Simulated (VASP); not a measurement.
The system is ZrAl5N6.

```
CELL_PARAMETERS angstrom
3.33040 0.00000 0.00000
-1.66520 2.88421 0.00000
0.00000 0.00000 16.31558
ATOMIC_POSITIONS crystal
Zr 0.00000 0.00000 0.00000
Al 0.66667 0.33333 0.16667
Al 0.33333 0.66667 0.33333
Al 0.00000 0.00000 0.50000
Al 0.66667 0.33333 0.66667
Al 0.33333 0.66667 0.83333
N 0.66667 0.33333 0.91667
N 0.33333 0.66667 0.08333
N 0.00000 0.00000 0.25000
N 0.66667 0.33333 0.41667
N 0.33333 0.66667 0.58333
N 0.00000 0.00000 0.75000
```

* Program: VASP 6.6.1
* Task: relaxation of cell and atoms
* Functional: PBE
* Potentials or basis: VASP PAW PBE potentials, release 64 (Zr_sv, Al, N)
* Cutoff: 600 eV
* k mesh: 6 × 6 × 1
* Occupations: gaussian, width 0.1 eV
* Spin: no spin polarisation

At the start: pressure -38.2 GPa; volume 13.06 Å³/atom.

Task: How do energy, volume and symmetry change on relaxing?

Result: Over 13 steps the energy falls by 726.1 meV/atom and the volume is 9.10 Å³/atom (-30.3 %); space group P-3m1 (No. 164, to 0.05 Å).

Step by step:
```tsv
step	energy change (eV)	largest force (eV/Å)	pressure (GPa)	volume (Å³)
1	0.0000	1.0972	-38.25	156.72
2	-5.4829	6.6530	49.60	96.11
3	-7.4781	4.6623	0.58	111.71
4	-8.2684	2.3808	6.53	107.13
5	-8.3198	1.9163	4.78	108.01
6	-8.5395	0.9164	-3.38	111.07
7	-8.5400	0.8967	-3.03	110.93
8	-8.6511	0.4767	-0.41	109.52
9	-8.6763	0.5716	1.76	108.48
10	-8.7073	0.2899	-0.49	109.37
11	-8.7084	0.2173	-0.16	109.23
12	-8.7123	0.1081	-0.21	109.23
13	-8.7132	0.0155	-0.20	109.23
```

Final structure:
```cif
data_structure
_symmetry_space_group_name_H-M 'P 1'
_symmetry_Int_Tables_number 1
_cell_length_a 2.9374
_cell_length_b 2.9374
_cell_length_c 14.6179
_cell_angle_alpha 90.000
_cell_angle_beta 90.000
_cell_angle_gamma 120.000
_cell_volume 109.23
loop_
_atom_site_label
_atom_site_type_symbol
_atom_site_fract_x
_atom_site_fract_y
_atom_site_fract_z
_atom_site_occupancy
Zr1 Zr 0.00000 0.00000 0.00000 1
Al1 Al 0.66667 0.33333 0.17913 1
Al2 Al 0.33333 0.66667 0.33970 1
Al3 Al 0.00000 0.00000 0.50000 1
Al4 Al 0.66667 0.33333 0.66030 1
Al5 Al 0.33333 0.66667 0.82087 1
N1 N 0.66667 0.33333 0.89757 1
N2 N 0.33333 0.66667 0.10243 1
N3 N 0.00000 0.00000 0.25977 1
N4 N 0.66667 0.33333 0.41986 1
N5 N 0.33333 0.66667 0.58014 1
N6 N 0.00000 0.00000 0.74023 1
```

Caveat: the k points lie up to 0.43 Å⁻¹ apart in the final cell; the volume moved by over 15 % at a fixed basis, so the end points are rough.
